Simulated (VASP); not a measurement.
# Ge4IrW: single point with PBE

Ge4IrW:

```
CELL_PARAMETERS angstrom
4.69256 0.00000 0.00000
-2.34628 4.06387 0.00000
0.00000 0.00000 5.24731
ATOMIC_POSITIONS crystal
Ge 0.33333 0.66667 0.74943
Ge 0.33333 0.66667 0.25057
Ge 0.66667 0.33333 0.74943
Ge 0.66667 0.33333 0.25057
Ir 0.00000 0.00000 0.50000
W 0.00000 0.00000 0.00000
```

The cell was generated, and may not be a known phase.

```yaml
Program: VASP 6.6.1
Task: single point
Functional: PBE
Potentials_or_basis: VASP PAW PBE potentials, release 64 (Ge_d, Ir, W_sv)
Cutoff: 520 eV
k_mesh: 12 × 12 × 8
Occupations: gaussian, width 0.1 eV
Spin: no spin polarisation
Dipole_correction: no
Further_INCAR_settings: ALGO = Normal; EDIFF = 1e-06; NBANDS = 48
```

```yaml
Pressure: 0.2 GPa
Largest_force: 0.008 eV/Å
Band_gap_on_the_k_mesh: zero (an odd number of electrons rules out a gap without spin polarisation)
```

Forces on the atoms (eV/Å):
```
Ge   0.000  0.000 -0.008
Ge   0.000  0.000  0.008
Ge   0.000  0.000 -0.008
Ge   0.000  0.000  0.008
Ir   0.000  0.000  0.000
W    0.000  0.000  0.000
```

Stress tensor (GPa, compression positive):
```
0.09 0.00 0.00
0.00 0.09 0.00
0.00 0.00 0.30
```

Levels at points of the mesh, in eV from the Fermi level:
| k point | band 37 | band 38 | band 39 | band 40 | band 41 | band 42 | band 43 | band 44 |
| --- | --- | --- | --- | --- | --- | --- | --- | --- |
| (0.00, 0.00, 0.00) | -1.40 | -1.21 | -1.21 | -0.65 | -0.65 | 1.01 | 1.01 | 1.29 |
| (0.50, 0.00, 0.00) | -1.21 | -0.66 | -0.16 | 0.14 | 0.41 | 1.24 | 2.09 | 2.19 |
| (0.00, 0.00, 0.50) | -2.59 | -2.45 | -0.27 | 0.52 | 0.74 | 0.74 | 2.22 | 2.22 |
| (0.50, 0.00, 0.50) | -1.20 | -1.16 | -1.02 | -0.83 | 0.66 | 0.85 | 1.91 | 2.19 |

Run time: 7.4 min on 1 thread of Intel Xeon 8259CL, on a shared host, peak memory 0.51 GiB.

Caveat: spin-orbit coupling is left out, which moves the levels of the heavy elements.
